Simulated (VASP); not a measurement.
Write the native input for VASP 6.6.1 that does the following.

- Task: single point
- Functional: LDA
- Potentials or basis: VASP PAW LDA potentials, release 64 (Cs_sv, Pd, Cl)
- Cutoff: 520 eV
- k mesh: 5 × 5 × 5
- Occupations: fermi-dirac, width 0.1 eV
- Spin: no spin polarisation
- Dipole correction: no
- Further INCAR settings: ALGO = Normal; EDIFF = 1e-06; NBANDS = 28

The structure of CsPdCl3 lies in POSCAR:

```
CsPdCl3
1.0
    5.0632240000      0.0000000000      0.0000000000
    0.0000000000      5.0632240000      0.0000000000
    0.0000000000      0.0000000000      5.0632240000
Cs Pd Cl
1 1 3
Direct
    0.5000000000      0.5000000000      0.5000000000
    0.0000000000      0.0000000000      0.0000000000
    0.0000000000      0.0000000000      0.5000000000
    0.5000000000      0.0000000000      0.0000000000
    0.0000000000      0.5000000000      0.0000000000
```

The input as run:

INCAR

```
SYSTEM = CsPdCl3
PREC = Accurate
ENCUT = 520
EDIFF = 1E-6
ISMEAR = -1
SIGMA = 0.1
LREAL = .False.
LASPH = .True.
NELM = 80
ALGO = Normal
ISIF = 2
LWAVE = .False.
LCHARG = .True.
GGA = CA
LELF = .True.
LVHAR = .True.
NBANDS = 28
```

KPOINTS

```
Automatic mesh
0
Gamma
  5 5 5
  0 0 0
```

Potentials or basis: VASP PAW LDA potentials, release 64 (Cs_sv, Pd, Cl).

Command:

```bash
$ cat potpaw_LDA.64/Cs_sv/POTCAR potpaw_LDA.64/Pd/POTCAR potpaw_LDA.64/Cl/POTCAR > POTCAR
$ mpirun -np 1 vasp_std > vasp.out
```

Results of the run:

```
Pressure               : -5.1 GPa
Band gap on the k mesh : zero (band 20 reaches 3.30 eV, above the bottom of band 21 at 0.41 eV)
```

Caveat: spin-orbit coupling is left out, which moves the levels of the heavy elements.

Run time: 32 s on 1 thread of Intel(R) Xeon(R) Platinum 8259CL CPU @ 2.50GHz (Skylake/Cascade Lake), on a shared host, peak memory 0.21 GiB.
